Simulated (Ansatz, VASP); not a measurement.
# K: VASP beside Ansatz

```xyz
1
Lattice="-2.5787 2.5787 2.6180 2.5787 -2.5787 2.6180 2.6573 2.6573 -2.6180" Properties=species:S:1:pos:R:3 pbc="T T T"
K     0.0000    0.0000    0.0000
```

Change from the starting cell: strain +0.0300 x Voigt [0, 0, 0, 0, 0, 1], atoms carried along.

Alike in both runs: task single point; functional PBEsol; k mesh 14 × 14 × 14; occupations gaussian, width 0.15 eV; no spin polarisation.

```csv
,VASP,Ansatz
version,VASP 6.6.1,Ansatz 0.2.0
potentials or method,"VASP PAW PBE potentials, release 64 (K_sv), cutoff 520 eV","scalar-relativistic, plane waves, PAW"
valence electrons in the cell,9,9
```

```tsv
	VASP	Ansatz	Ansatz less VASP
gap on the k mesh at the Fermi level (eV)	none	none	-
pressure (GPa)	0.0	0.0	+0.01
traceless stress, the component that is largest in VASP (GPa)	-0.08	-0.08	0.000
```

VASP's potentials were made for PBE, not for PBEsol. A gap of «none» marks a metal or a gap that the smearing closes.
